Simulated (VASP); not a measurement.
# Ni (Fm-3m) in VASP: notebook

Runs on Ni. Level: PBE. Tasks: single point.

All numbers are computed with VASP 6.6.1; they aren't measurements. Logs are shortened: lines on timing, memory, paths and dates and some standing lists are left out, and cuts for length are marked.

## (1) The cell of the first run

The structure is cubic, space group Fm-3m (No. 225). The conventional cell has a = 3.554 Å, b = 3.554 Å, c = 3.554 Å, α = 90.00°, β = 90.00°, γ = 90.00°. Ni (site symmetry m-3m) has 12 Ni at 2.51 Å within 3.3 Å.

## (2) Single point, PBE, collinear spin, antiferromagnetic start

INCAR reads:

```
PREC = Accurate
ENCUT = 520
EDIFF = 1E-6
ISMEAR = -1
SIGMA = 0.1
LREAL = F
LASPH = T
NELM = 150
ALGO = Normal
ISIF = 2
LWAVE = F
LCHARG = T
ISPIN = 2
MAGMOM = 2 -2
LORBIT = 11
LMAXMIX = 4
GGA = PE
LELF = T
LVHAR = T
ISYM = 0
NBANDS = 21
```

KPOINTS reads:

```
Automatic mesh
0
Gamma
  7 12 10
```

POSCAR reads:

```
Ni
1.0
   -1.7771500000     -3.5543000000     -1.7771500000
   -1.7771500000      0.0000000000     -1.7771500000
    1.7771500000      0.0000000000     -1.7771500000
Ni
2
Direct
    0.0000000000      0.0000000000      0.0000000000
    0.5000000000      0.0000000000      0.5000000000
```

Potentials or basis: VASP PAW PBE potentials, release 64 (Ni).

Launch:

```bash
$ cat potpaw_PBE.64/Ni/POTCAR > POTCAR
$ mpirun -np 1 vasp_std > vasp.out
```

OUTCAR:

```text
PREC = Accurate
   ENCUT = 520
   EDIFF = 1E-6
   ISMEAR = -1
   LREAL = F
   LASPH = T
   NELM = 150
   ISIF = 2
   ISPIN = 2
   LORBIT = 11
   GGA = PE
   ISYM = 0

 ion  position               nearest neighbor table
   1  0.000  0.000  0.000-   2 2.51   2 2.51   2 2.51   2 2.51   2 2.51   2 2.51   2 2.51   2 2.51

   2  0.500  0.000  0.500-   1 2.51   1 2.51   1 2.51   1 2.51   1 2.51   1 2.51   1 2.51   1 2.51

IMPORTANT INFORMATION: All symmetrisations will be switched off!
NOSYMM: (Re-)initialisation of all symmetry stuff for point group C_1.

----------------------------------------------------------------------------------------

                                     Primitive cell

  volume of cell :      22.4508

  direct lattice vectors                    reciprocal lattice vectors
    -1.777150000 -3.554300000 -1.777150000     0.000000000 -0.281349351  0.000000000
    -1.777150000  0.000000000 -1.777150000    -0.281349351  0.281349351 -0.281349351
     1.777150000  0.000000000 -1.777150000     0.281349351  0.000000000 -0.281349351

  length of vectors
     4.353110696  2.513269632  2.513269632     0.281349351  0.487311371  0.397888069

  position of ions in fractional coordinates (direct lattice)
     0.000000000  0.000000000  0.000000000
     0.500000000  0.000000000  0.500000000

  ion indices of the primitive-cell ions
   primitive index   ion index
                 1           1
                 2           2

----------------------------------------------------------------------------------------

 KPOINTS: Automatic mesh

Automatic generation of k-mesh.
 Grid dimensions read from file:
 generate k-points for:    7   12   10

 Generating k-lattice:

  Cartesian coordinates                     Fractional coordinates (reciprocal lattice)
     0.000000000 -0.040192764  0.000000000     0.142857143  0.000000000  0.000000000
    -0.023445779  0.023445779 -0.023445779     0.000000000  0.083333333  0.000000000
     0.028134935  0.000000000 -0.028134935     0.000000000  0.000000000  0.100000000

  Length of vectors
     0.040192764  0.040609281  0.039788807

  Shift w.r.t. Gamma in fractional coordinates (k-lattice)
     0.000000000  0.000000000  0.000000000

 -----------------------------------------------------------------------------
|                                                                             |
[... 91 lines left out ...]
  volume/ion in A,a.u.               =      11.23        75.75
  Fermi-wavevector in a.u.,A,eV,Ry     =   1.575218  2.976731 33.760308  2.481313
  Thomas-Fermi vector in A             =   2.676235
   LORBIT       =     11    0 simple, 1 ext, 2 COOP (PROOUT), +10 PAW based schemes
   GGA     = PE    functional components
   LHFCALC =     F    Hartree Fock is set to
   AEXX    =    0.0000 exact exchange contribution
   IVDW    =     0    specifies the selected vdW correction
   LEPSILON=     F    determine dielectric tensor
   LRPA    =     F    only Hartree local field effects (RPA)
 spin polarized calculation
  energy-cutoff  :      520.00
  volume of cell :       22.45
 maximum number of plane-waves:       618
   NGX = 17   NGY =  9   NGZ =  9

 number of electron      19.9999988 magnetization      -0.0002058

 number of electron      19.9999988 magnetization       0.0019167

 Free energy of the ion-electron system (eV)
  ---------------------------------------------------
  ext. energy  EPLUGINS =         0.00000000
  ---------------------------------------------------
  free energy    TOTEN  =       -10.91671067 eV

  energy without entropy =      -10.73811884  energy(sigma->0) =      -10.82741476

 E-fermi :   8.7770     XC(G=0): -13.0705

 val. band max:        8.7765515294   @ k =  -0.4286   0.2500   0.0000
 cond. band min:       8.7770864345   @ k =   0.4286   0.2500   0.5000
 fundamental gap:      0.0005349051
 Fermi energy:         8.7769594453

 spin component 1

 k-point     1 :       0.0000    0.0000    0.0000
  band No.  band energies     occupation
      1       0.1283      1.00000
      2       4.6678      1.00000
      3       5.2362      1.00000
      4       6.9847      1.00000
      5       6.9850      1.00000
      6       6.9874      1.00000
[... 565 lines left out ...]
     20      32.8668      0.00000
     21      39.3053      0.00000

 [... further k-points ...]

 spin component 2

 k-point     1 :       0.0000    0.0000    0.0000
  band No.  band energies     occupation
      1       0.1283      1.00000
      2       4.6683      1.00000
      3       5.2372      1.00000
      4       6.9858      1.00000
      5       6.9862      1.00000
      6       6.9886      1.00000
[... 565 lines left out ...]
     20      32.8670      0.00000
     21      39.3053      0.00000

 [... further k-points ...]

------------------------ aborting loop because EDIFF is reached ----------------------------------------

  FORCE on cell =-STRESS in cart. coord.  units (eV):
  Direction    XX          YY          ZZ          XY          YZ          ZX
  --------------------------------------------------------------------------------------
  -------------------------------------------------------------------------------------
  Total       -0.8707043     -0.8183962     -0.8707071     -0.0034581     -0.0034529      0.0024616
  in kB      -62.1368219    -58.4039116    -62.1370190     -0.2467839     -0.2464113      0.1756694
  external PRESSURE =     -60.8925842 kB  Pullay stress =       0.0000000 kB

 VOLUME and BASIS-vectors are now :
 -----------------------------------------------------------------------------
  energy-cutoff  :      520.00
  volume of cell :       22.45
      direct lattice vectors                 reciprocal lattice vectors
    -1.777150000 -3.554300000 -1.777150000     0.000000000 -0.281349351  0.000000000
    -1.777150000  0.000000000 -1.777150000    -0.281349351  0.281349351 -0.281349351
     1.777150000  0.000000000 -1.777150000     0.281349351  0.000000000 -0.281349351

 POSITION                                       TOTAL-FORCE (eV/Angst)
 -----------------------------------------------------------------------------------
      0.00000      0.00000      0.00000        -0.000000     -0.000000     -0.000000
      0.00000     -1.77715     -1.77715         0.000000      0.000000      0.000000
 -----------------------------------------------------------------------------------
    total drift:                               -0.000001      0.000001     -0.000000

  FREE ENERGIE OF THE ION-ELECTRON SYSTEM (eV)
  ---------------------------------------------------
  free  energy   TOTEN  =       -10.9167106710 eV

  energy  without entropy=      -10.7381188424  energy(sigma->0) =      -10.82741476

 total charge

# of ion       s       p       d       tot
------------------------------------------
    1        0.481   0.466   8.312   9.259
    2        0.481   0.466   8.312   9.259
--------------------------------------------------
tot          0.962   0.932  16.623  18.517

 magnetization (x)

# of ion       s       p       d       tot
------------------------------------------
    1       -0.000   0.000   0.006   0.006
    2       -0.000  -0.000  -0.003  -0.003
--------------------------------------------------
tot         -0.000  -0.000   0.003   0.003
```

It took 2.2 min on 1 thread of Intel Xeon 6975P-C (Granite Rapids), shared host; peak memory 0.36 GiB.

Results:

```
Free energy                                           : -10.9167 eV
Pressure                                              : -6.1 GPa
Band gap on the k mesh                                : zero (filled and empty bands overlap)
Net moment                                            : 0.00 μB per cell
Valence electrons inside the program's atomic spheres : Ni 9.26
```

Levels at points of the mesh, in eV from the Fermi level:
Spin up:
```tsv
k point	band 7	band 8	band 9	band 10	band 11	band 12	band 13	band 14
(0.00, 0.00, 0.00)	-0.75	-0.75	-0.06	0.13	0.13	2.58	9.24	14.71
(0.00, 0.50, 0.00)	-0.10	-0.10	-0.04	-0.04	-0.04	-0.04	5.83	5.83
(0.00, 0.00, 0.50)	-1.18	-1.17	-0.77	-0.76	1.36	1.37	11.52	11.52
(0.00, 0.50, 0.50)	-0.82	-0.82	0.13	0.14	7.81	7.81	7.81	7.81
```
Spin down:
```csv
k point,band 7,band 8,band 9,band 10,band 11,band 12,band 13,band 14
"(0.00, 0.00, 0.00)",-0.75,-0.75,-0.06,0.13,0.14,2.58,9.24,14.71
"(0.00, 0.50, 0.00)",-0.10,-0.10,-0.04,-0.04,-0.04,-0.04,5.83,5.83
"(0.00, 0.00, 0.50)",-1.18,-1.17,-0.77,-0.76,1.36,1.37,11.52,11.52
"(0.00, 0.50, 0.50)",-0.82,-0.82,0.13,0.14,7.81,7.81,7.81,7.81
```

Caveat: the cell stands under tension.

## (3) Single point, PBE, collinear spin, ferromagnetic start

INCAR reads:

```
SYSTEM = Ni
ALGO     = Normal         ! electronic algorithm
EDIFF    = 1E-7           ! SCF threshold, eV
ENCUT    = 520            ! plane-wave cutoff, eV
GGA      = PE             ! functional
ISIF     = 2              ! what is computed and relaxed
ISMEAR   = -1             ! smearing method
ISPIN    = 2              ! spin polarisation
ISYM     = 0            
LASPH    = .TRUE.         ! aspherical terms in the spheres
LCHARG   = .FALSE.        ! write CHGCAR
LMAXMIX  = 4              ! l up to which the mixer works
LORBIT   = 11             ! projections on sites
LREAL    = .FALSE.        ! projectors in reciprocal space
LWAVE    = .FALSE.        ! write WAVECAR
MAGMOM   = 2 2            ! initial moments
NBANDS   = 21             ! bands
NELM     = 150            ! most SCF steps
PREC     = Accurate       ! precision mode
SIGMA    = 0.1            ! smearing width, eV
```

KPOINTS reads:

```
k-points
0
G
  7 12 10
  0 0 0
```

POSCAR is that of step 2.

Potentials or basis: VASP PAW PBE potentials, release 64 (Ni).

Launch:

```bash
$ cat potpaw_PBE.64/Ni/POTCAR > POTCAR
$ mpirun -np 1 vasp_std > vasp.out
```

OUTCAR:

```text
SYSTEM = Ni
   EDIFF = 1E-7
   ENCUT = 520
   GGA = PE
   ISIF = 2
   ISMEAR = -1
   ISPIN = 2
   ISYM = 0
   LASPH = .TRUE.
   LORBIT = 11
   LREAL = .FALSE.
   NELM = 150
   PREC = Accurate

 ion  position               nearest neighbor table
   1  0.000  0.000  0.000-   2 2.51   2 2.51   2 2.51   2 2.51   2 2.51   2 2.51   2 2.51   2 2.51

   2  0.500  0.000  0.500-   1 2.51   1 2.51   1 2.51   1 2.51   1 2.51   1 2.51   1 2.51   1 2.51

IMPORTANT INFORMATION: All symmetrisations will be switched off!
NOSYMM: (Re-)initialisation of all symmetry stuff for point group C_1.

----------------------------------------------------------------------------------------

                                     Primitive cell

  volume of cell :      22.4508

  direct lattice vectors                    reciprocal lattice vectors
    -1.777150000 -3.554300000 -1.777150000     0.000000000 -0.281349351  0.000000000
    -1.777150000  0.000000000 -1.777150000    -0.281349351  0.281349351 -0.281349351
     1.777150000  0.000000000 -1.777150000     0.281349351  0.000000000 -0.281349351

  length of vectors
[... 1318 lines left out ...]
------------------------ aborting loop because EDIFF is reached ----------------------------------------

  FORCE on cell =-STRESS in cart. coord.  units (eV):
  Direction    XX          YY          ZZ          XY          YZ          ZX
  --------------------------------------------------------------------------------------
  -------------------------------------------------------------------------------------
  Total       -0.7167284     -0.7222329     -0.7167293     -0.0018594     -0.0018598      0.0095312
  in kB      -51.1485040    -51.5413286    -51.1485663     -0.1326923     -0.1327194      0.6801821
  external PRESSURE =     -51.2794663 kB  Pullay stress =       0.0000000 kB

 VOLUME and BASIS-vectors are now :
 -----------------------------------------------------------------------------
  energy-cutoff  :      520.00
  volume of cell :       22.45
      direct lattice vectors                 reciprocal lattice vectors
    -1.777150000 -3.554300000 -1.777150000     0.000000000 -0.281349351  0.000000000
    -1.777150000  0.000000000 -1.777150000    -0.281349351  0.281349351 -0.281349351
     1.777150000  0.000000000 -1.777150000     0.281349351  0.000000000 -0.281349351

 POSITION                                       TOTAL-FORCE (eV/Angst)
 -----------------------------------------------------------------------------------
      0.00000      0.00000      0.00000         0.000000      0.000000      0.000000
      0.00000     -1.77715     -1.77715        -0.000000     -0.000000     -0.000000
 -----------------------------------------------------------------------------------
    total drift:                                0.000000     -0.000000     -0.000000

  FREE ENERGIE OF THE ION-ELECTRON SYSTEM (eV)
  ---------------------------------------------------
  free  energy   TOTEN  =       -10.9864139545 eV

  energy  without entropy=      -10.8754600533  energy(sigma->0) =      -10.93093700

 total charge

# of ion       s       p       d       tot
------------------------------------------
    1        0.485   0.471   8.300   9.256
    2        0.485   0.471   8.300   9.256
--------------------------------------------------
tot          0.970   0.942  16.601  18.512

 magnetization (x)

# of ion       s       p       d       tot
------------------------------------------
    1       -0.006  -0.024   0.680   0.650
    2       -0.006  -0.024   0.680   0.650
--------------------------------------------------
tot         -0.012  -0.048   1.359   1.300
```

OSZICAR:

```text
N       E                     dE             d eps       ncg     rms          rms(c)
DAV:   1     0.974410263609E+02    0.97441E+02   -0.88355E+03 38511   0.135E+03
DAV:   2    -0.683513909563E+01   -0.10428E+03   -0.95969E+02 36273   0.233E+02
DAV:   3    -0.126061857223E+02   -0.57710E+01   -0.55709E+01 39987   0.632E+01
DAV:   4    -0.126837422147E+02   -0.77556E-01   -0.77489E-01 40601   0.677E+00
DAV:   5    -0.126861264418E+02   -0.23842E-02   -0.23841E-02 40645   0.117E+00    0.153E+01
DAV:   6    -0.117868966839E+02    0.89923E+00   -0.84843E+00 41656   0.601E+01    0.951E+00
DAV:   7    -0.110163173897E+02    0.77058E+00   -0.18729E+00 41429   0.254E+01    0.240E+00
DAV:   8    -0.109939411660E+02    0.22376E-01   -0.12946E-02 49702   0.113E+00    0.129E+00
DAV:   9    -0.109888204625E+02    0.51207E-02   -0.11276E-03 52990   0.747E-01    0.545E-01
DAV:  10    -0.109900338635E+02   -0.12134E-02   -0.12458E-02 47574   0.290E+00    0.876E-01
DAV:  11    -0.109863936485E+02    0.36402E-02   -0.63582E-03 46496   0.230E+00    0.599E-02
DAV:  12    -0.109864170460E+02   -0.23398E-04   -0.11335E-04 38553   0.887E-02    0.259E-02
DAV:  13    -0.109864145269E+02    0.25191E-05   -0.33986E-06 55700   0.209E-02    0.156E-02
DAV:  14    -0.109864140077E+02    0.51919E-06   -0.95642E-07 39761   0.988E-03    0.216E-03
DAV:  15    -0.109864139545E+02    0.53250E-07   -0.25821E-08 22954   0.231E-03
   1 F= -.10986414E+02 E0= -.10930937E+02  d E =-.110954E+00  mag=     1.2712
```

Run time: 2 min. Hardware: 1 thread of Intel Xeon 6975P-C (Granite Rapids), shared host; peak memory 0.36 GiB.

Results:

* Free energy: -10.9864 eV
* Pressure: -5.1 GPa
* Net moment: 1.27 μB per cell
* Site moments: Ni +0.65 μB
* Valence electrons inside the program's atomic spheres: Ni 9.26

Stress tensor (GPa, compression positive):
```
-5.11 -0.01  0.07
-0.01 -5.15 -0.01
 0.07 -0.01 -5.11
```

Levels at points of the mesh, in eV from the Fermi level:
Spin up:
```tsv
k point	band 8	band 9	band 10	band 11	band 12	band 13	band 14	band 15
(0.00, 0.00, 0.00)	-1.23	-0.56	-0.48	-0.47	2.44	8.95	14.54	14.54
(0.00, 0.50, 0.00)	-0.60	-0.60	-0.60	-0.23	-0.23	5.45	5.45	21.97
(0.00, 0.00, 0.50)	-1.64	-1.35	-1.35	0.90	0.90	11.27	11.27	12.61
(0.00, 0.50, 0.50)	-1.29	-0.48	-0.48	7.56	7.56	7.57	7.57	9.77
```
Spin down:
| k point | band 8 | band 9 | band 10 | band 11 | band 12 | band 13 |
| --- | --- | --- | --- | --- | --- | --- |
| (0.00, 0.00, 0.00) | -0.62 | 0.08 | 0.38 | 0.38 | 2.40 | 9.20 |
| (0.00, 0.50, 0.00) | -0.29 | 0.16 | 0.16 | 0.16 | 0.16 | 5.87 |
| (0.00, 0.00, 0.50) | -1.07 | -0.54 | -0.54 | 1.49 | 1.49 | 11.45 |
| (0.00, 0.50, 0.50) | -0.71 | 0.39 | 0.39 | 7.74 | 7.74 | 7.74 |

Caveat: the cell stands under tension.

[end of part 1 of 2]
